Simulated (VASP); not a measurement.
# SiCl (Fd-3m) in VASP: further runs

The runs below take SiCl through relaxation of cell and atoms, single point, with PBE.

All numbers are computed with VASP 6.6.1; they aren't measurements. Logs are shortened: lines on timing, memory, paths and dates and some standing lists are left out, and cuts for length are marked.

### Step 1. The cell of the first run

The structure is cubic, space group Fd-3m (No. 227). Conventional cell: a = 7.052 Å, b = 7.052 Å, c = 7.052 Å, α = 90.00°, β = 90.00°, γ = 90.00°. Within 4.0 Å of Si (site symmetry -43m) lie 4 Si at 3.05 Å and 10 Cl at 3.05 to 3.53 Å. Within 4.0 Å of Cl (site symmetry -43m) lie 10 Si at 3.05 to 3.53 Å and 4 Cl at 3.05 Å.

### Step 2. Relaxation of cell and atoms, PBE

Input file INCAR:

```
ALGO     = Normal         # electronic algorithm
EDIFF    = 1E-7           # SCF threshold, eV
EDIFFG   = -0.04          # ionic threshold
ENCUT    = 600            # plane-wave cutoff, eV
GGA      = PE             # functional
IBRION   = 2              # ionic algorithm
ISIF     = 3              # what is computed and relaxed
ISMEAR   = 0              # smearing method
LASPH    = True           # aspherical terms in the spheres
LCHARG   = False          # write CHGCAR
LREAL    = False          # projectors in reciprocal space
LWAVE    = False          # write WAVECAR
NELM     = 60             # most SCF steps
NSW      = 90             # ionic steps
PREC     = Accurate       # precision mode
SIGMA    = 0.1            # smearing width, eV
```

Input file KPOINTS:

```
k-points
0
Gamma
  4 4 4
```

Input file POSCAR:

```
SiCl
1.0
    0.0000000000      3.5262110624      3.5262110624
    3.5262110624      0.0000000000      3.5262110624
    3.5262110624      3.5262110624      0.0000000000
Si Cl
2 2
Direct
    0.5000000000      0.5000000000      0.5000000000
    0.7500000000      0.7500000000      0.7500000000
    0.0000000000      0.0000000000      0.0000000000
    0.2500000000      0.2500000000      0.2500000000
```

Potentials or basis: VASP PAW PBE potentials, release 64 (Si, Cl).

The run is started by

```
$ cat potpaw_PBE.64/Si/POTCAR potpaw_PBE.64/Cl/POTCAR > POTCAR
$ mpirun -np 1 vasp_std > vasp.out
```

OUTCAR:

```text
EDIFF = 1E-7
   EDIFFG = -0.04
   ENCUT = 600
   GGA = PE
   IBRION = 2
   ISIF = 3
   ISMEAR = 0
   LASPH = True
   LREAL = False
   NELM = 60
   NSW = 90
   PREC = Accurate

 ion  position               nearest neighbor table
   1  0.500  0.500  0.500-   2 3.05   2 3.05   2 3.05   2 3.05
   2  0.750  0.750  0.750-   1 3.05   1 3.05   1 3.05   1 3.05
   3  0.000  0.000  0.000-
   4  0.250  0.250  0.250-

  LATTYP: Found a face centered cubic cell.
 ALAT       =     7.0524221248

  Lattice vectors:

 A1 = (   0.0000000000,   3.5262110624,   3.5262110624)
 A2 = (   3.5262110624,   0.0000000000,   3.5262110624)
 A3 = (   3.5262110624,   3.5262110624,   0.0000000000)

Analysis of symmetry for initial positions (statically):
=====================================================================
 Subroutine PRICEL returns:
 Original cell was already a primitive cell.

 Routine SETGRP: Setting up the symmetry group for a
 face centered cubic supercell.

 Subroutine GETGRP returns: Found 48 space group operations
 (whereof 24 operations were pure point group operations)
 out of a pool of 48 trial point group operations.

The static configuration has the point symmetry T_d .
 The point group associated with its full space group is O_h .

Analysis of symmetry for dynamics (positions and initial velocities):
=====================================================================
 Subroutine PRICEL returns:
 Original cell was already a primitive cell.

 Routine SETGRP: Setting up the symmetry group for a
 face centered cubic supercell.

 Subroutine GETGRP returns: Found 48 space group operations
 (whereof 24 operations were pure point group operations)
 out of a pool of 48 trial point group operations.

The dynamic configuration has the point symmetry T_d .
 The point group associated with its full space group is O_h .

 Subroutine INISYM returns: Found 48 space group operations
 (whereof 24 operations are pure point group operations),
 and found     1 'primitive' translations

----------------------------------------------------------------------------------------

                                     Primitive cell

  volume of cell :      87.6910

  direct lattice vectors                    reciprocal lattice vectors
     0.000000000  3.526211062  3.526211062    -0.141795256  0.141795256  0.141795256
     3.526211062  0.000000000  3.526211062     0.141795256 -0.141795256  0.141795256
     3.526211062  3.526211062  0.000000000     0.141795256  0.141795256 -0.141795256

  length of vectors
     4.986815508  4.986815508  4.986815508     0.245596588  0.245596588  0.245596588

  position of ions in fractional coordinates (direct lattice)
     0.500000000  0.500000000  0.500000000
     0.750000000  0.750000000  0.750000000
     0.000000000  0.000000000  0.000000000
     0.250000000  0.250000000  0.250000000

  ion indices of the primitive-cell ions
   primitive index   ion index
                 1           1
                 2           2
                 3           3
                 4           4

----------------------------------------------------------------------------------------

 KPOINTS: k-points

Automatic generation of k-mesh.
 Grid dimensions read from file:
 generate k-points for:    4    4    4

 Generating k-lattice:

  Cartesian coordinates                     Fractional coordinates (reciprocal lattice)
    -0.035448814  0.035448814  0.035448814     0.250000000  0.000000000  0.000000000
     0.035448814 -0.035448814  0.035448814     0.000000000  0.250000000  0.000000000
     0.035448814  0.035448814 -0.035448814     0.000000000  0.000000000  0.250000000

  Length of vectors
     0.061399147  0.061399147  0.061399147

  Shift w.r.t. Gamma in fractional coordinates (k-lattice)
     0.000000000  0.000000000  0.000000000

 Subroutine IBZKPT returns following result:
 ===========================================

 Found      8 irreducible k-points:

 Following reciprocal coordinates:
            Coordinates               Weight
  0.000000  0.000000  0.000000      1.000000
  0.250000  0.000000  0.000000      8.000000
  0.500000  0.000000  0.000000      4.000000
  0.250000  0.250000  0.000000      6.000000
  0.500000  0.250000  0.000000     24.000000
 -0.250000  0.250000  0.000000     12.000000
  0.500000  0.500000  0.000000      3.000000
 -0.250000  0.500000  0.250000      6.000000
   k-points           NKPTS =      8   k-points in BZ     NKDIM =      8   number of bands    NBANDS=     15
   number of dos      NEDOS =    301   number of ions     NIONS =      4
   total plane-waves  NPLWV =  64000
   dimension x,y,z NGX =    40 NGY =   40 NGZ =   40
   dimension x,y,z NGXF=    80 NGYF=   80 NGZF=   80
   ions per type =               2   2
   NGX,Y,Z   is equivalent  to a cutoff of  13.33, 13.33, 13.33 a.u.
   NGXF,Y,Z  is equivalent  to a cutoff of  26.67, 26.67, 26.67 a.u.
 SYSTEM =  unknown system
   PREC   = accura    normal or accurate (medium, high low for compatibility)
   ISTART =      0    job   : 0-new  1-cont  2-samecut
   ICHARG =      2    charge: 1-file 2-atom 10-const
   ISPIN  =      1    spin polarized calculation?
   LNONCOLLINEAR =      F non collinear calculations
   LSORBIT =      F    spin-orbit coupling
   LASPH  =      T    aspherical Exc in radial PAW
   ENCUT  =  600.0 eV  44.10 Ry    6.64 a.u.   9.96  9.96  9.96*2*pi/ulx,y,z
   NELM   =     60;   NELMIN=  2; NELMDL= -5     # of ELM steps
   EDIFF  = 0.1E-06   stopping-criterion for ELM
   LREAL  =      F    real-space projection
   EDIFFG = -.4E-01   stopping-criterion for IOM
   NSW    =     90    number of steps for IOM
   IBRION =      2    ionic relax: 0-MD 1-quasi-New 2-CG
   NFREE  =      1    steps in history (QN), initial steepest desc. (CG)
   ISIF   =      3    stress and relaxation
   ISYM   =      2    0-nonsym 1-usesym 2-fastsym
   POTIM  = 0.5000    time-step for ionic-motion
   TEBEG  =    0.0;   TEEND  =   0.0 temperature during run
   PSTRESS=    0.0 pullay stress
   NELECT =      22.0000    total number of electrons
   NUPDOWN=      -1.0000    fix difference up-down
   EMIN   =  10.00;   EMAX   =-10.00  energy-range for DOS
   EFERMI =   0.00;   METHOD = LEGACY
   ISMEAR =     0;   SIGMA  =   0.10  broadening in eV -4-tet -1-fermi 0-gaus
   EFERMI_NEDOS =   21; number of points for ismear=-14 and -15
   IALGO  =     38    algorithm
   IMIX   =      4    mixing-type and parameters
     AMIX     =   0.40;   BMIX     =  1.00
     AMIX_MAG =   1.60;   BMIX_MAG =  1.00
  volume/ion in A,a.u.               =      21.92       147.94
  Fermi-wavevector in a.u.,A,eV,Ry     =   1.032518  1.951175 14.505068  1.066092
  Thomas-Fermi vector in A             =   2.166719
   LORBIT       =      0    0 simple, 1 ext, 2 COOP (PROOUT), +10 PAW based schemes
   GGA     = PE    functional components
   LHFCALC =     F    Hartree Fock is set to
   AEXX    =    0.0000 exact exchange contribution
   IVDW    =     0    specifies the selected vdW correction
   LEPSILON=     F    determine dielectric tensor
   LRPA    =     F    only Hartree local field effects (RPA)
 conjugate gradient relaxation of ions
 non-spin polarized calculation
 Gauss-broadening in eV      SIGMA  =   0.10
  energy-cutoff  :      600.00
  volume of cell :       87.69
 maximum number of plane-waves:      2954
   NGX = 19   NGY = 19   NGZ = 19

--------------------------------------- Ionic step        1  -------------------------------------------

 number of electron      21.9999998 magnetization

 Free energy of the ion-electron system (eV)
  ---------------------------------------------------
  ext. energy  EPLUGINS =         0.00000000
  ---------------------------------------------------
  free energy    TOTEN  =       -12.25746382 eV

  energy without entropy =      -12.24530356  energy(sigma->0) =      -12.25138369

 E-fermi :   3.9194     XC(G=0):  -9.4788

 val. band max:        3.8402465463   @ k =   0.5000   0.2500   0.0000
 cond. band min:       4.0655485382   @ k =   0.5000   0.0000   0.0000
 fundamental gap:      0.2253019919
 Fermi energy:         3.9194498139

 k-point     1 :       0.0000    0.0000    0.0000
  band No.  band energies     occupation
      1     -11.4445      2.00000
      2      -9.8075      2.00000
      3      -3.6477      2.00000
      4       0.5228      2.00000
      5       0.5228      2.00000
      6       0.5228      2.00000
      7       0.6785      2.00000
      8       1.1498      2.00000
      9       1.1498      2.00000
     10       1.1498      2.00000
     11       3.5706      2.00000
     12       3.5706      2.00000
     13       3.5706      2.00000
     14       7.6005      0.00000
     15       7.6005      0.00000
[... 184 lines left out ...]
 POSITION                                       TOTAL-FORCE (eV/Angst)
 -----------------------------------------------------------------------------------
      3.37943      3.37943      3.37943         0.000000      0.000000     -0.000000
      5.06914      5.06914      5.06914        -0.000000      0.000000      0.000000
     -0.00000      3.37943      3.37943        -0.000000     -0.000000     -0.000000
      1.68971      1.68971      1.68971         0.000000      0.000000      0.000000
 -----------------------------------------------------------------------------------
    total drift:                               -0.000000     -0.000000      0.000000

  FREE ENERGIE OF THE ION-ELECTRON SYSTEM (eV)
  ---------------------------------------------------
  free  energy   TOTEN  =       -12.5501669426 eV

  energy  without entropy=      -12.5380146042  energy(sigma->0) =      -12.54409077

--------------------------------------- Ionic step        3  -------------------------------------------

 number of electron      22.0000001 magnetization

 Free energy of the ion-electron system (eV)
  ---------------------------------------------------
  ext. energy  EPLUGINS =         0.00000000
  ---------------------------------------------------
  free energy    TOTEN  =       -12.57101281 eV

  energy without entropy =      -12.55879776  energy(sigma->0) =      -12.56490529

 E-fermi :   5.6841     XC(G=0): -10.2040

 val. band max:        5.6050459096   @ k =   0.5000   0.2500   0.0000
 cond. band min:       5.8282546428   @ k =   0.5000   0.0000   0.0000
 fundamental gap:      0.2232087332
 Fermi energy:         5.6840620779

 k-point     1 :       0.0000    0.0000    0.0000
  band No.  band energies     occupation
      1     -10.6765      2.00000
      2      -8.2399      2.00000
      3      -2.0072      2.00000
      4       1.5398      2.00000
      5       1.5398      2.00000
      6       1.5398      2.00000
      7       2.2818      2.00000
      8       2.2818      2.00000
      9       2.2818      2.00000
     10       3.4010      2.00000
     11       5.1470      2.00000
     12       5.1470      2.00000
     13       5.1470      2.00000
     14      10.1273      0.00000
     15      10.1273      0.00000
[... 146 lines left out ...]
 POSITION                                       TOTAL-FORCE (eV/Angst)
 -----------------------------------------------------------------------------------
      3.33645      3.33645      3.33645        -0.000000      0.000000     -0.000000
      5.00467      5.00467      5.00467         0.000000      0.000000      0.000000
      0.00000      0.00000      0.00000         0.000000      0.000000      0.000000
      1.66822      1.66822      1.66822        -0.000000     -0.000000     -0.000000
 -----------------------------------------------------------------------------------
    total drift:                               -0.000000      0.000000      0.000000

  FREE ENERGIE OF THE ION-ELECTRON SYSTEM (eV)
  ---------------------------------------------------
  free  energy   TOTEN  =       -12.5710128125 eV

  energy  without entropy=      -12.5587977583  energy(sigma->0) =      -12.56490529

 reached required accuracy - stopping structural energy minimisation
```

It took 24 s on 1 thread of AMD EPYC 9R45 (Zen 5), shared host; peak memory 0.2 GiB.

Results:

* Free energy: -12.5710 eV
* Relaxed volume: 18.57 Å³/atom
* Relaxed cell: a = 4.718 Å, b = 4.718 Å, c = 4.718 Å, α = 60.00°, β = 60.00°, γ = 60.00°
* Space group after relaxing (to 0.1 Å): Fd-3m (No. 227)
* Energy gained by relaxing: 78.4 meV/atom
* Ionic steps: 3
* Pressure after relaxing: -0.2 GPa
* Band gap on the k mesh: zero (bands 11 and 12 overlap by 1.30 eV)

Step by step:
```csv
step,energy change (eV),largest force (eV/Å),pressure (GPa),volume (Å³)
1,0.0000,0.0000,-6.31,87.69
2,-0.2927,0.0000,-2.06,77.19
3,-0.3135,0.0000,-0.16,74.28
```

Final structure:
```
Si Cl
1.0
     0.00000    3.33645    3.33645
     3.33645    0.00000    3.33645
     3.33645    3.33645    0.00000
Si Cl
2 2
Cartesian
  3.3364 3.3364 3.3364
  5.0047 5.0047 5.0047
  0.0000 0.0000 0.0000
  1.6682 1.6682 1.6682
```

Levels at points of the mesh, in eV from the Fermi level:
```
           k point  band 8  band 9  band 10  band 11  band 12  band 13
(0.00, 0.00, 0.00)   -3.40   -3.40    -2.28    -0.54    -0.54    -0.54
(0.50, 0.00, 0.00)   -3.13   -2.32    -2.13     0.14     0.14     2.10
(0.50, 0.50, 0.00)   -1.76   -1.48    -1.48     0.76     0.76     2.91
```

Caveat: the k points lie up to 0.41 Å⁻¹ apart in the final cell, too coarse for converged energies and pressures of a metal; the volume moved by over 15 % at a fixed basis, so the end points are rough.

### Step 3. Single point, PBE

This run uses another cell than the first one, of 18.57 Å³/atom.

Input file INCAR:

```
SYSTEM = SiCl
ALGO = Normal
EDIFF = 1E-6
ENCUT = 520
GGA = PE
ISIF = 2
ISMEAR = 0
LASPH = .True.
LCHARG = .True.
LELF = .True.
LREAL = .False.
LVHAR = .True.
LWAVE = .False.
NBANDS = 19
NELM = 80
PREC = Accurate
SIGMA = 0.1
```

Input file KPOINTS:

```
k-points
0
Gamma
  12 12 12
  0 0 0
```

Input file POSCAR:

```
SiCl
1.0
    0.0000000000      3.3362942842      3.3362942842
    3.3362942842      0.0000000000      3.3362942842
    3.3362942842      3.3362942842      0.0000000000
Si Cl
2 2
Direct
    0.0000000000      0.0000000000      0.0000000000
    0.2500000000      0.2500000000      0.2500000000
    0.5000000000      0.5000000000      0.5000000000
    0.7500000000      0.7500000000      0.7500000000
```

Potentials or basis: VASP PAW PBE potentials, release 64 (Si, Cl).

The run is started by

```
$ cat potpaw_PBE.64/Si/POTCAR potpaw_PBE.64/Cl/POTCAR > POTCAR
$ mpirun -np 1 vasp_std > vasp.out
```

Wall time 63 s (1 thread of AMD EPYC 9R45 (Zen 5), shared host); peak memory 0.21 GiB.

It converged, with:

```
Free energy            : -12.4356 eV
Pressure               : -0.1 GPa
Band gap on the k mesh : zero (bands 11 and 12 overlap by 1.44 eV)
```

Levels at points of the mesh, in eV from the Fermi level:
| k point | band 7 | band 8 | band 9 | band 10 | band 11 | band 12 | band 13 | band 14 | band 15 | band 16 |
| --- | --- | --- | --- | --- | --- | --- | --- | --- | --- | --- |
| (0.00, 0.00, 0.00) | -3.47 | -3.47 | -3.47 | -2.38 | -0.63 | -0.63 | -0.63 | 4.36 | 4.36 | 4.36 |
| (0.50, 0.00, 0.00) | -3.20 | -3.20 | -2.38 | -2.20 | 0.06 | 0.06 | 2.02 | 3.65 | 3.65 | 5.72 |
| (0.50, 0.50, 0.00) | -1.82 | -1.82 | -1.54 | -1.54 | 0.68 | 0.68 | 2.82 | 2.82 | 5.34 | 5.34 |

### Step 4. Relaxation of cell and atoms, PBE

This run uses another cell than the first one, of 18.43 Å³/atom.

Input file INCAR:

```
SYSTEM = SiCl
ALGO = Normal ; EDIFF = 1E-6
EDIFFG = -0.01 ; ENCUT = 600
GGA = PE ; IBRION = 2
ISIF = 3 ; ISMEAR = 0
LASPH = .True. ; LCHARG = .False.
LREAL = .False. ; LWAVE = .False.
NELM = 100 ; NSW = 100
PREC = Accurate ; SIGMA = 0.1
```

KPOINTS is that of step 3.

Input file POSCAR:

```
SiCl
1.0
    0.0000000000      3.3280108048      3.3280108048
    3.3280108048      0.0000000000      3.3280108048
    3.3280108048      3.3280108048      0.0000000000
Si Cl
2 2
Direct
    0.0000000000      0.0000000000      0.0000000000
    0.2500000000      0.2500000000      0.2500000000
    0.5000000000      0.5000000000      0.5000000000
    0.7500000000      0.7500000000      0.7500000000
```

The run is started by

```
$ cat potpaw_PBE.64/Si/POTCAR potpaw_PBE.64/Cl/POTCAR > POTCAR
$ mpirun -np 1 vasp_std > vasp.out
```

Run time: 1.9 min. Hardware: 1 thread of AMD EPYC 9R45 (Zen 5), shared host; peak memory 0.25 GiB.

Results (log left out):

| Property | Result |
| --- | --- |
| Free energy | -12.4359 eV |
| Relaxed volume | 18.54 Å³/atom |
| Relaxed cell | a = 4.716 Å, b = 4.716 Å, c = 4.716 Å, α = 60.00°, β = 60.00°, γ = 60.00° |
| Space group after relaxing (to 0.1 Å) | Fd-3m (No. 227) |
| Energy gained by relaxing | 0.1 meV/atom |
| Ionic steps | 2 |
| Pressure after relaxing | 0.1 GPa |
| Band gap on the k mesh | zero (bands 11 and 12 overlap by 1.45 eV) |

The path:
```csv
step,energy change (eV),largest force (eV/Å),pressure (GPa),volume (Å³)
1,0.0000,0.0000,0.35,73.72
2,-0.0006,0.0000,0.05,74.16
```

Final structure:
```yaml
crystal:
  lattice:
    - [0.00000, 3.33456, 3.33456]
    - [3.33456, 0.00000, 3.33456]
    - [3.33456, 3.33456, 0.00000]
  atoms:
    - { symbol: Si, position: [0.00000, 0.00000, 0.00000] }
    - { symbol: Si, position: [0.25000, 0.25000, 0.25000] }
    - { symbol: Cl, position: [0.50000, 0.50000, 0.50000] }
    - { symbol: Cl, position: [0.75000, 0.75000, 0.75000] }
```

Levels at points of the mesh, in eV from the Fermi level:
```csv
k point,band 7,band 8,band 9,band 10,band 11,band 12,band 13,band 14,band 15
"(0.00, 0.00, 0.00)",-3.48,-3.48,-3.48,-2.37,-0.63,-0.63,-0.63,4.37,4.37
"(0.50, 0.00, 0.00)",-3.21,-3.21,-2.38,-2.20,0.06,0.06,2.02,3.65,3.65
"(0.50, 0.50, 0.00)",-1.82,-1.82,-1.54,-1.54,0.68,0.68,2.82,2.82,5.34
```

### Step 5. Overview

```csv
task,cell,k mesh,cutoff (eV),gap on the mesh (eV),pressure (GPa),relaxed volume (Å³/atom)
relaxation of cell and atoms,"relaxed from a = 4.987 Å, angles 60.0°, 4 atoms",4 × 4 × 4,600,none,-0.2,18.57
single point,"a = 4.718 Å, angles 60.0°, 4 atoms",12 × 12 × 12,520,none,-0.1,-
relaxation of cell and atoms,"relaxed from a = 4.707 Å, angles 60.0°, 4 atoms",12 × 12 × 12,600,none,0.1,18.54
```

Alike in all rows: level PBE; potentials or basis VASP PAW PBE potentials, release 64 (Si, Cl); no spin polarisation; smearing gaussian 0.1 eV.

Caveats: some runs use coarse meshes; the volume moved by over 15 % at a fixed basis, so the end points are rough (at least some runs).

Absolute energies hang on the potentials; compare differences alone.
